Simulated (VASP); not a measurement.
Wanted: the native input for a VASP 6.6.1 run.

| Item | Value |
| --- | --- |
| Task | relaxation of cell and atoms |
| Functional | PBE |
| Potentials or basis | VASP PAW PBE potentials, release 64 (Be, Sb) |
| Cutoff | 600 eV |
| k mesh | 10 × 10 × 6 |
| Occupations | gaussian, width 0.1 eV |
| Spin | no spin polarisation |
| Dipole correction | no |
| Further INCAR settings | ALGO = Normal; EDIFF = 1e-07; IBRION = 2; EDIFFG = -0.01; NSW = 100; ISIF = 3 |

The structure of Be3Sb2 lies in POSCAR:

```
Be3Sb2
1.0
    4.0159845952      0.0000000000      0.0000000000
    0.0000000000      4.0159845952      0.0000000000
    0.0000000000      0.0000000000      5.8834553350
Be Sb
3 2
Direct
    0.0000000000      0.0000000000      0.0000000000
    0.5000000000      0.5000000000      0.5000000000
    0.0000000000      0.0000000000      0.5000000000
    0.5000000000      0.0000000000      0.7565739263
    0.0000000000      0.5000000000      0.2434260737
```

These files were run (other wordings do the same):

INCAR

```
SYSTEM = Be3Sb2
  ALGO = Normal
  EDIFF = 1E-7
  EDIFFG = -0.01
  ENCUT = 600
  GGA = PE
  IBRION = 2
  ISIF = 3
  ISMEAR = 0
  LASPH = .TRUE.
  LCHARG = .FALSE.
  LREAL = .FALSE.
  LWAVE = .FALSE.
  NELM = 100
  NSW = 100
  PREC = Accurate
  SIGMA = 0.1
```

KPOINTS

```
k-points
0
G
  10 10 6
  0 0 0
```

Potentials or basis: VASP PAW PBE potentials, release 64 (Be, Sb).

The run is started by

```bash
$ cat potpaw_PBE.64/Be/POTCAR potpaw_PBE.64/Sb/POTCAR > POTCAR
$ mpirun -np 1 vasp_std > vasp.out
```

Results of the run:

| Quantity | Value |
| --- | --- |
| Relaxed volume | 19.03 Å³/atom |
| Relaxed cell | a = 4.003 Å, b = 4.003 Å, c = 5.937 Å, α = 90.00°, β = 90.00°, γ = 90.00° |
| Space group after relaxing (to 0.05 Å) | P-4m2 (No. 115) |
| Energy gained by relaxing | 0.5 meV/atom |
| Ionic steps | 7 |
| Pressure after relaxing | 0.0 GPa |
| Largest force after relaxing | 0.009 eV/Å |
| Band gap on the k mesh | zero (band 8 reaches 6.42 eV, above the bottom of band 9 at 5.39 eV) |

Caveat: spin-orbit coupling is left out, which moves the levels of the heavy elements.

Wall time 3.7 min on 1 thread of Intel(R) Xeon(R) Platinum 8375C CPU @ 2.90GHz (Ice Lake), on a shared host, peak memory 0.31 GiB.
